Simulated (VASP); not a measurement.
Wanted: the native input for a VASP 6.6.1 run.

```
Task                   : single point
Functional             : r2SCAN
Potentials or basis    : VASP PAW PBE potentials, release 64 (Ti_sv)
Cutoff                 : 520 eV
k mesh                 : 20 × 20 × 20
Occupations            : gaussian, width 0.15 eV
Spin                   : no spin polarisation
Dipole correction      : no
Further INCAR settings : ALGO = Normal; EDIFF = 1e-06; NBANDS = 12
```

Crystal: Ti.

```
CELL_PARAMETERS angstrom
-1.50972 1.50972 1.50972
1.50972 -1.50972 1.50972
1.50972 1.50972 -1.50972
ATOMIC_POSITIONS crystal
Ti 0.00000 0.00000 0.00000
```

This cell differs from its parent crystal: strain -0.080 along x and y, -0.080 along z.

These files were run (other wordings do the same):

POSCAR

```
Ti
1.0
   -1.5097200000      1.5097200000      1.5097200000
    1.5097200000     -1.5097200000      1.5097200000
    1.5097200000      1.5097200000     -1.5097200000
Ti
1
Direct
    0.0000000000      0.0000000000      0.0000000000
```

INCAR.step1

```
SYSTEM = Ti
PREC     = Accurate       ! precision mode
ENCUT    = 520            ! plane-wave cutoff, eV
ISMEAR   = 0              ! smearing method
SIGMA    = 0.15           ! smearing width, eV
LREAL    = .False.        ! projectors in reciprocal space
LASPH    = .True.         ! aspherical terms in the spheres
NELM     = 60             ! most SCF steps
NBANDS   = 12             ! bands
GGA      = PE             ! functional
ALGO     = Normal         ! electronic algorithm
EDIFF    = 1E-4           ! SCF threshold, eV
LWAVE    = .True.         ! write WAVECAR
LCHARG   = .False.        ! write CHGCAR
```

INCAR.step2

```
SYSTEM = Ti
PREC     = Accurate       ! precision mode
ENCUT    = 520            ! plane-wave cutoff, eV
EDIFF    = 1E-6           ! SCF threshold, eV
ISMEAR   = 0              ! smearing method
SIGMA    = 0.15           ! smearing width, eV
LREAL    = .False.        ! projectors in reciprocal space
LASPH    = .True.         ! aspherical terms in the spheres
NELM     = 60             ! most SCF steps
ALGO     = Normal         ! electronic algorithm
ISIF     = 2              ! what is computed and relaxed
LWAVE    = .False.        ! write WAVECAR
LCHARG   = .False.        ! write CHGCAR
METAGGA  = R2SCAN         ! meta-GGA
LMIXTAU  = .True.       
NBANDS   = 12             ! bands
ISTART   = 1
```

KPOINTS

```
Automatic mesh
0
Gamma
  20 20 20
  0 0 0
```

Potentials or basis: VASP PAW PBE potentials, release 64 (Ti_sv).

The run is started by

```sh
$ cat potpaw_PBE.64/Ti_sv/POTCAR > POTCAR
$ cp INCAR.step1 INCAR
$ mpirun -np 1 vasp_std > vasp.out
$ cp INCAR.step2 INCAR
$ mpirun -np 1 vasp_std > vasp.out
```

It gave:

| Quantity | Value |
| --- | --- |
| Pressure | 35.7 GPa |
| Band gap on the k mesh | zero (band 6 reaches 12.15 eV, above the bottom of band 7 at 9.97 eV) |

Caveat: the cell differs from its parent crystal (strain -0.080 along x and y, -0.080 along z); the PAW data sets were made with another functional, which shifts forces and pressure a little.

It took 66 s on 1 thread of Intel(R) Xeon(R) 6975P-C (Granite Rapids), on a shared host, peak memory 0.15 GiB.
